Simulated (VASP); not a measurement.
# BaTiO3 (R3m) in VASP: further runs

The runs below take BaTiO3 through relaxation of shape and atoms at fixed volume, with PBE.

Everything below comes from runs of VASP 6.6.1. Logs are shortened: lines on timing, memory, paths and dates and some standing lists are left out, and cuts for length are marked.

**1. The cell of the first run**

It takes space group R3m (No. 160, trigonal). Conventional cell: a = 5.668 Å, b = 5.668 Å, c = 6.997 Å, α = 90.00°, β = 90.00°, γ = 120.00°. Within 3.6 Å of Ba (site symmetry 3m) lie 12 O at 2.76 to 2.95 Å and 8 Ti at 3.40 to 3.60 Å. Within 2.5 Å of Ti (site symmetry 3m) lie 6 O at 1.85 to 2.18 Å. O (site symmetry m) has 2 Ti at 1.85 to 2.18 Å within 2.5 Å.

**2. Relaxation of shape and atoms at fixed volume, PBE (12.98 Å³/atom)**

INCAR reads:

```
  PREC = Accurate
  ENCUT = 600
  EDIFF = 1E-7
  ISMEAR = 0
  SIGMA = 0.02
  LREAL = F
  LASPH = T
  NELM = 60
  ALGO = Normal
  ISIF = 4
  LWAVE = F
  LCHARG = F
  GGA = PE
  IBRION = 2
  NSW = 50
  EDIFFG = -0.01
```

KPOINTS reads:

```
Automatic mesh
0
Gamma
  6 6 6
```

POSCAR reads:

```
BaTiO3
1.0
    2.8341487849      1.6362965639      2.3324977248
   -2.8341487849      1.6362965639      2.3324977248
    0.0000000000     -3.2725931278      2.3324977248
Ba Ti O
1 1 3
Direct
    0.0049545184      0.0049545184      0.0049545184
    0.5191875185      0.5191875185      0.5191875185
    0.4883938476      0.4883938476      0.9777702680
    0.4883938476      0.9777702680      0.4883938476
    0.9777702680      0.4883938476      0.4883938476
```

Potentials or basis: VASP PAW PBE potentials, release 64 (Ba_sv, Ti_sv, O).

Started as:

```console
$ cat potpaw_PBE.64/Ba_sv/POTCAR potpaw_PBE.64/Ti_sv/POTCAR potpaw_PBE.64/O/POTCAR > POTCAR
$ mpirun -np 1 vasp_std > vasp.out
```

OUTCAR:

```text
PREC = Accurate
   ENCUT = 600
   EDIFF = 1E-7
   ISMEAR = 0
   LREAL = F
   LASPH = T
   NELM = 60
   ISIF = 4
   GGA = PE
   IBRION = 2
   NSW = 50
   EDIFFG = -0.01

 ion  position               nearest neighbor table
   1  0.005  0.005  0.005-   4 2.76   5 2.76   3 2.76   3 2.84   3 2.84   4 2.84   5 2.84   5 2.84
                             4 2.84   5 2.95   4 2.95   3 2.95   2 3.40   2 3.44   2 3.44   2 3.44
   2  0.519  0.519  0.519-   4 1.85   5 1.85   3 1.85   4 2.18   5 2.18   3 2.18   1 3.40   1 3.44
                             1 3.44   1 3.44   1 3.51   1 3.51   1 3.51   1 3.60
   3  0.488  0.488  0.978-   2 1.85   2 2.18   1 2.76   1 2.84   1 2.84   1 2.95
   4  0.488  0.978  0.488-   2 1.85   2 2.18   1 2.76   1 2.84   1 2.84   1 2.95
   5  0.978  0.488  0.488-   2 1.85   2 2.18   1 2.76   1 2.84   1 2.84   1 2.95

  LATTYP: Found a trigonal (rhomboedric) cell.
 ALAT       =     4.0187574468
 COS(alpha) =     0.0053009638

  Lattice vectors:

 A1 = (   2.8341487849,   1.6362965639,   2.3324977248)
 A2 = (  -2.8341487849,   1.6362965639,   2.3324977248)
 A3 = (   0.0000000000,  -3.2725931278,   2.3324977248)

Analysis of symmetry for initial positions (statically):
=====================================================================
 Subroutine PRICEL returns:
 Original cell was already a primitive cell.

 Routine SETGRP: Setting up the symmetry group for a
 trigonal (rhombohedral) supercell.

 Subroutine GETGRP returns: Found  6 space group operations
 (whereof  6 operations were pure point group operations)
 out of a pool of 12 trial point group operations.

The static configuration has the point symmetry C_3v.

Analysis of symmetry for dynamics (positions and initial velocities):
=====================================================================
 Subroutine PRICEL returns:
 Original cell was already a primitive cell.

 Routine SETGRP: Setting up the symmetry group for a
 trigonal (rhombohedral) supercell.

 Subroutine GETGRP returns: Found  6 space group operations
 (whereof  6 operations were pure point group operations)
 out of a pool of 12 trial point group operations.

The dynamic configuration has the point symmetry C_3v.

 Subroutine INISYM returns: Found  6 space group operations
 (whereof  6 operations are pure point group operations),
 and found     1 'primitive' translations

----------------------------------------------------------------------------------------

                                     Primitive cell

  volume of cell :      64.9019

  direct lattice vectors                    reciprocal lattice vectors
     2.834148785  1.636296564  2.332497725     0.176419813  0.101856027  0.142908321
    -2.834148785  1.636296564  2.332497725    -0.176419813  0.101856027  0.142908321
     0.000000000 -3.272593128  2.332497725     0.000000000 -0.203712054  0.142908321

  length of vectors
     4.018757447  4.018757447  4.018757447     0.248840087  0.248840087  0.248840087

  position of ions in fractional coordinates (direct lattice)
     0.004954518  0.004954518  0.004954518
     0.519187518  0.519187518  0.519187518
     0.488393848  0.488393848  0.977770268
     0.488393848  0.977770268  0.488393848
     0.977770268  0.488393848  0.488393848

  ion indices of the primitive-cell ions
   primitive index   ion index
                 1           1
                 2           2
                 3           3
                 4           4
                 5           5

----------------------------------------------------------------------------------------

 KPOINTS: Automatic mesh

Automatic generation of k-mesh.
 Grid dimensions read from file:
 generate k-points for:    6    6    6

 Generating k-lattice:

  Cartesian coordinates                     Fractional coordinates (reciprocal lattice)
     0.029403302  0.016976004  0.023818053     0.166666667  0.000000000  0.000000000
    -0.029403302  0.016976004  0.023818053     0.000000000  0.166666667  0.000000000
     0.000000000 -0.033952009  0.023818053     0.000000000  0.000000000  0.166666667

  Length of vectors
     0.041473348  0.041473348  0.041473348

  Shift w.r.t. Gamma in fractional coordinates (k-lattice)
     0.000000000  0.000000000  0.000000000

 Subroutine IBZKPT returns following result:
 ===========================================

 Found     32 irreducible k-points:

 Following reciprocal coordinates:
            Coordinates               Weight
  0.000000  0.000000  0.000000      1.000000
  0.166667 -0.000000  0.000000      6.000000
  0.333333  0.000000  0.000000      6.000000
  0.500000  0.000000  0.000000      3.000000
  0.166667  0.166667  0.000000      6.000000
  0.333333  0.166667  0.000000     12.000000
[... 16 lines left out ...]
  0.500000  0.500000  0.166667      6.000000
 -0.333333  0.500000  0.166667     12.000000
 [... further k-points ...]
[... 62 lines left out ...]
  ---------------------------------------------------
  ext. energy  EPLUGINS =         0.00000000
  ---------------------------------------------------
  free energy    TOTEN  =       -40.00870790 eV

  energy without entropy =      -40.00870790  energy(sigma->0) =      -40.00870790

------------------------ aborting loop because EDIFF is reached ----------------------------------------

  FORCE on cell =-STRESS in cart. coord.  units (eV):
  Direction    XX          YY          ZZ          XY          YZ          ZX
  --------------------------------------------------------------------------------------
  -------------------------------------------------------------------------------------
  Total        2.7582041      2.7582041      2.5085975      0.0000000      0.0000000      0.0000000
  in kB       68.0894530     68.0894530     61.9276251      0.0000000      0.0000000      0.0000000
  external PRESSURE =      66.0355104 kB  Pullay stress =       0.0000000 kB

 VOLUME and BASIS-vectors are now :
 -----------------------------------------------------------------------------
  energy-cutoff  :      600.00
  volume of cell :       64.90
      direct lattice vectors                 reciprocal lattice vectors
     2.834148785  1.636296564  2.332497725     0.176419813  0.101856027  0.142908321
    -2.834148785  1.636296564  2.332497725    -0.176419813  0.101856027  0.142908321
     0.000000000 -3.272593128  2.332497725     0.000000000 -0.203712054  0.142908321
[... 157 lines left out ...]
 POSITION                                       TOTAL-FORCE (eV/Angst)
 -----------------------------------------------------------------------------------
     -0.00000      0.00000      0.01585         0.000000     -0.000000     -0.031565
     -0.00000      0.00000      3.59286        -0.000000     -0.000000      0.017300
     -0.00000     -1.61253      4.57043        -0.000000     -0.015370      0.004755
     -1.39649      0.80626      4.57043        -0.013310      0.007685      0.004755
      1.39649      0.80626      4.57043         0.013310      0.007685      0.004755
 -----------------------------------------------------------------------------------
    total drift:                                0.000000      0.000001     -0.000546

  FREE ENERGIE OF THE ION-ELECTRON SYSTEM (eV)
  ---------------------------------------------------
  free  energy   TOTEN  =       -40.0257167924 eV

  energy  without entropy=      -40.0257167924  energy(sigma->0) =      -40.02571679

--------------------------------------- Ionic step        6  -------------------------------------------

 number of electron      39.9999996 magnetization

 Free energy of the ion-electron system (eV)
  ---------------------------------------------------
  ext. energy  EPLUGINS =         0.00000000
  ---------------------------------------------------
  free energy    TOTEN  =       -40.02588340 eV

  energy without entropy =      -40.02588340  energy(sigma->0) =      -40.02588340

 E-fermi :   3.9356     XC(G=0): -11.1790

 val. band max:        3.6866300702   @ k =   0.5000   0.5000   0.5000
 cond. band min:       6.0094742981   @ k =   0.0000   0.0000   0.0000
 fundamental gap:      2.3228442278
 Fermi energy:         3.9356151780

 k-point     1 :       0.0000    0.0000    0.0000
  band No.  band energies     occupation
      1     -52.6752      2.00000
      2     -28.9212      2.00000
      3     -28.9205      2.00000
      4     -28.9205      2.00000
      5     -21.1405      2.00000
      6     -13.1222      2.00000
[... 16 lines left out ...]
     23       6.1469      0.00000
     24       8.0614      0.00000
[... 598 lines left out ...]
      2     -28.9678      2.00000
      3     -28.9549      2.00000
      4     -28.9296      2.00000
      5     -20.9590      2.00000
      6     -12.8134      2.00000
[... 16 lines left out ...]
     23       7.7078      0.00000
     24       9.3710      0.00000

 [... further k-points ...]
[... 5 lines left out ...]
  --------------------------------------------------------------------------------------
  -------------------------------------------------------------------------------------
  Total        1.7897754      1.7897754      1.8111297      0.0000000     -0.0000000      0.0000000
  in kB       44.1826706     44.1826706     44.7098284      0.0000000     -0.0000000      0.0000000
  external PRESSURE =      44.3583899 kB  Pullay stress =       0.0000000 kB

 VOLUME and BASIS-vectors are now :
 -----------------------------------------------------------------------------
  energy-cutoff  :      600.00
  volume of cell :       64.90
      direct lattice vectors                 reciprocal lattice vectors
     2.837988289  1.638513303  2.326190738     0.176181136  0.101718226  0.143295787
    -2.837988289  1.638513303  2.326190738    -0.176181136  0.101718226  0.143295787
    -0.000000000 -3.277026606  2.326190738     0.000000000 -0.203436452  0.143295787

 POSITION                                       TOTAL-FORCE (eV/Angst)
 -----------------------------------------------------------------------------------
     -0.00000      0.00000      0.01266        -0.000000     -0.000000     -0.008478
     -0.00000      0.00000      3.58863        -0.000000     -0.000000      0.003529
     -0.00000     -1.61404      4.56550        -0.000000     -0.003294      0.001650
     -1.39780      0.80702      4.56550        -0.002852      0.001647      0.001650
      1.39780      0.80702      4.56550         0.002852      0.001647      0.001650
 -----------------------------------------------------------------------------------
    total drift:                                0.000000      0.000001      0.000518

  FREE ENERGIE OF THE ION-ELECTRON SYSTEM (eV)
  ---------------------------------------------------
  free  energy   TOTEN  =       -40.0258833976 eV

  energy  without entropy=      -40.0258833976  energy(sigma->0) =      -40.02588340

 reached required accuracy - stopping structural energy minimisation
```

Run time: 1.9 min. Hardware: 1 thread of AMD EPYC 9R45 (Zen 5), shared host; peak memory 0.19 GiB.

Results:

```yaml
Free_energy: -40.0259 eV
Energy_gained_by_relaxing: 3.4 meV/atom
Ionic_steps: 6
Pressure_after_relaxing: 4.4 GPa
Largest_force_after_relaxing: 0.008 eV/Å
Band_gap_on_the_k_mesh: 2.32 eV (least direct gap 2.72 eV)
```

Forces on the atoms (eV/Å):
```
Ba   0.000  0.000 -0.008
Ti   0.000  0.000  0.004
O    0.000 -0.003  0.002
O   -0.003  0.002  0.002
O    0.003  0.002  0.002
```

Step by step:
```tsv
step	energy change (eV)	largest force (eV/Å)	pressure (GPa)	volume (Å³)
1	0.0000	0.4660	6.60	64.90
2	-0.0145	0.1119	4.94	64.90
3	-0.0148	0.1168	4.66	64.90
4	-0.0163	0.0787	4.58	64.90
5	-0.0170	0.0316	4.49	64.90
6	-0.0172	0.0085	4.44	64.90
```

Final structure:
```cif
data_structure
_symmetry_space_group_name_H-M 'P 1'
_symmetry_Int_Tables_number 1
_cell_length_a 4.0187
_cell_length_b 4.0187
_cell_length_c 4.0187
_cell_angle_alpha 89.852
_cell_angle_beta 89.852
_cell_angle_gamma 89.852
_cell_volume 64.90
loop_
_atom_site_label
_atom_site_type_symbol
_atom_site_fract_x
_atom_site_fract_y
_atom_site_fract_z
_atom_site_occupancy
Ba1 Ba 0.00181 0.00181 0.00181 1
Ti1 Ti 0.51424 0.51424 0.51424 1
O1 O 0.49004 0.49004 0.98257 1
O2 O 0.49004 0.98257 0.49004 1
O3 O 0.98257 0.49004 0.49004 1
```

Levels at points of the mesh, in eV from the valence-band top:
| k point | band 16 | band 17 | band 18 | band 19 | band 20 | band 21 | band 22 | band 23 | band 24 |
| --- | --- | --- | --- | --- | --- | --- | --- | --- | --- |
| (0.00, 0.00, 0.00) | -1.28 | -1.05 | -0.52 | -0.40 | -0.40 | 2.32 | 2.32 | 2.46 | 4.37 |
| (0.50, 0.00, 0.00) | -2.04 | -1.70 | -1.62 | -0.95 | -0.83 | 2.49 | 3.70 | 3.80 | 4.34 |
| (0.50, 0.50, 0.00) | -2.66 | -1.63 | -0.90 | -0.85 | -0.09 | 3.77 | 3.77 | 4.11 | 4.94 |
| (0.50, 0.50, 0.50) | -2.39 | -2.35 | -0.02 | -0.02 | 0.00 | 4.24 | 4.38 | 4.38 | 6.56 |

Caveat: spin-orbit coupling is left out, which moves the levels of the heavy elements. A k mesh can miss the band edges.

**3. Relaxation of shape and atoms at fixed volume, PBE (13.78 Å³/atom)**

This run uses another cell than the first one, of 13.78 Å³/atom.

INCAR reads:

```
ALGO = Normal ; EDIFF = 1E-7
EDIFFG = -0.01 ; ENCUT = 600
GGA = PE ; IBRION = 2
ISIF = 4 ; ISMEAR = 0
LASPH = T ; LCHARG = F
LREAL = F ; LWAVE = F
NELM = 80 ; NSW = 50
PREC = Accurate ; SIGMA = 0.02
```

KPOINTS reads:

```
k-points
0
Gamma
  6 6 6
```

POSCAR, as its differences from that of step 2:

```diff
@@ -2,5 +2,5 @@
 1.0
-    2.8341487849      1.6362965639      2.3324977248
-   -2.8341487849      1.6362965639      2.3324977248
-    0.0000000000     -3.2725931278      2.3324977248
+    2.8914197461      1.6693619687      2.3796315899
+   -2.8914197461      1.6693619687      2.3796315899
+    0.0000000000     -3.3387239375      2.3796315899
 Ba Ti O
```

Potentials or basis: VASP PAW PBE potentials, release 64 (Ba_sv, Ti_sv, O).

Started as:

```console
$ cat potpaw_PBE.64/Ba_sv/POTCAR potpaw_PBE.64/Ti_sv/POTCAR potpaw_PBE.64/O/POTCAR > POTCAR
$ mpirun -np 1 vasp_std > vasp.out
```

Run time: 3.1 min. Hardware: 1 thread of AMD EPYC 9R45 (Zen 5), shared host; peak memory 0.22 GiB.

The run converged. Its results:

```yaml
Free_energy: -40.0619 eV
Energy_gained_by_relaxing: 1.3 meV/atom
Ionic_steps: 8
Pressure_after_relaxing: -1.7 GPa
Largest_force_after_relaxing: 0.006 eV/Å
Band_gap_on_the_k_mesh: 2.69 eV (least direct gap 3.28 eV)
```

Forces on the atoms (eV/Å):
```
Ba   0.000  0.000  0.006
Ti   0.000  0.000 -0.004
O    0.000 -0.001 -0.001
O   -0.001  0.001 -0.001
O    0.001  0.001 -0.001
```

Step by step:
```csv
step,energy change (eV),largest force (eV/Å),pressure (GPa),volume (Å³)
1,0.0000,0.2655,-2.99,68.92
2,-0.0059,0.0714,-2.02,68.92
3,-0.0061,0.0255,-1.81,68.92
4,-0.0061,0.0296,-1.83,68.92
5,-0.0062,0.0216,-1.80,68.92
6,-0.0062,0.0186,-1.77,68.92
7,-0.0063,0.0110,-1.74,68.92
8,-0.0063,0.0056,-1.72,68.92
```

Final structure:
```
Ba Ti O
1.0
     2.88912    1.66804    2.38342
    -2.88912    1.66804    2.38342
     0.00000   -3.33607    2.38342
Ba Ti O
1 1 3
Direct
  0.00557 0.00557 0.00557
  0.52171 0.52171 0.52171
  0.48827 0.48827 0.97489
  0.48827 0.97489 0.48827
  0.97489 0.48827 0.48827
```

Levels at points of the mesh, in eV from the valence-band top:
```
           k point  band 16  band 17  band 18  band 19  band 20  band 21  band 22  band 23  band 24
(0.00, 0.00, 0.00)    -1.36    -0.93    -0.77    -0.62    -0.62     2.69     2.69     2.87     4.48
(0.50, 0.00, 0.00)    -1.99    -1.56    -1.46    -1.09    -0.90     2.83     3.69     3.86     4.44
(0.50, 0.50, 0.00)    -2.50    -1.56    -0.93    -0.84    -0.09     3.78     3.81     4.08     4.78
(0.50, 0.50, 0.50)    -2.38    -2.31    -0.04    -0.04     0.00     4.06     4.32     4.32     6.24
```

Caveat: spin-orbit coupling is left out, which moves the levels of the heavy elements.

**4. Relaxation of shape and atoms at fixed volume, PBE (14.18 Å³/atom)**

This run uses another cell than the first one, of 14.18 Å³/atom.

INCAR reads:

```
SYSTEM = BaTiO3
PREC = Accurate
ENCUT = 600
EDIFF = 1E-6
ISMEAR = 0
SIGMA = 0.02
LREAL = .FALSE.
LASPH = .TRUE.
NELM = 80
ALGO = Normal
ISIF = 4
LWAVE = .FALSE.
LCHARG = .FALSE.
GGA = PE
IBRION = 2
NSW = 50
EDIFFG = -0.01
```

KPOINTS reads:

```
Automatic mesh
0
G
  6 6 6
  0 0 0
```

POSCAR reads:

```
BaTiO3
1.0
    2.9157918308      1.6834331984      2.4081726603
   -2.9157918308      1.6834331984      2.4081726603
    0.0000000000     -3.3668663969      2.4081726603
Ba Ti O
1 1 3
Direct
    0.0073400755      0.0073400755      0.0073400755
    0.5225461636      0.5225461636      0.5225461636
    0.4874402905      0.4874402905      0.9739331800
    0.4874402905      0.9739331800      0.4874402905
    0.9739331800      0.4874402905      0.4874402905
```

Started as:

```console
$ cat potpaw_PBE.64/Ba_sv/POTCAR potpaw_PBE.64/Ti_sv/POTCAR potpaw_PBE.64/O/POTCAR > POTCAR
$ mpirun -np 1 vasp_std > vasp.out
```

Wall time 2.3 min (1 thread of AMD EPYC 9R45 (Zen 5), shared host); peak memory 0.22 GiB.

It converged, with:

```yaml
Free_energy: -40.0304 eV
Energy_gained_by_relaxing: 1.2 meV/atom
Ionic_steps: 7
Pressure_after_relaxing: -3.9 GPa
Largest_force_after_relaxing: 0.008 eV/Å
Band_gap_on_the_k_mesh: 2.82 eV (least direct gap 3.40 eV)
```

Forces on the atoms (eV/Å):
```
Ba   0.000  0.000  0.008
Ti   0.000  0.000 -0.004
O    0.000  0.000 -0.001
O    0.000  0.000 -0.001
O    0.000  0.000 -0.001
```

Step by step:
```
step  energy change (eV)  largest force (eV/Å)  pressure (GPa)  volume (Å³)
   1              0.0000                0.2848           -5.11        70.92
   2             -0.0060                0.0280           -3.98        70.92
   3             -0.0061                0.0200           -3.91        70.92
   4             -0.0061                0.0195           -3.93        70.92
   5             -0.0061                0.0165           -3.92        70.92
   6             -0.0061                0.0134           -3.90        70.92
   7             -0.0061                0.0083           -3.86        70.92
```

Final structure:
```xyz
5
Lattice="2.9138 1.6823 2.4114 -2.9138 1.6823 2.4114 0.0000 -3.3646 2.4114" Properties=species:S:1:pos:R:3 pbc="T T T"
Ba    0.0000    0.0000    0.0558
Ti    0.0000    0.0000    3.7961
O     0.0000   -1.6278    4.6933
O    -1.4097    0.8139    4.6933
O     1.4097    0.8139    4.6933
```

Levels at points of the mesh, in eV from the valence-band top:
```
           k point  band 18  band 19  band 20  band 21  band 22  band 23
(0.00, 0.00, 0.00)    -0.86    -0.71    -0.71     2.85     2.85     3.04
(0.50, 0.00, 0.00)    -1.40    -1.14    -0.93     2.98     3.69     3.89
(0.50, 0.50, 0.00)    -0.94    -0.82    -0.09     3.77     3.84     4.09
(0.50, 0.50, 0.50)    -0.05    -0.05     0.00     3.99     4.31     4.31
```

Caveat: spin-orbit coupling is left out, which moves the levels of the heavy elements. A k mesh can miss the band edges.

**5. Overview**

```csv
cell,gap on the mesh (eV),pressure (GPa),largest force (eV/Å)
"relaxed from a = 4.019 Å, angles 89.7°, 5 atoms, atomic positions A",2.32,4.4,0.01
"relaxed from a = 4.100 Å, angles 89.7°, 5 atoms, atomic positions A",2.69,-1.7,0.01
"relaxed from a = 4.139 Å, angles 89.6°, 5 atoms, atomic positions B",2.82,-3.9,0.01
```

Alike in all rows: task relaxation of shape and atoms at fixed volume; level PBE; potentials or basis VASP PAW PBE potentials, release 64 (Ba_sv, Ti_sv, O); no spin polarisation; k mesh 6 × 6 × 6; cutoff (eV) 600; smearing gaussian 0.02 eV.

Caveats: spin-orbit coupling is left out, which moves the levels of the heavy elements.

Absolute energies hang on the potentials; compare differences alone.
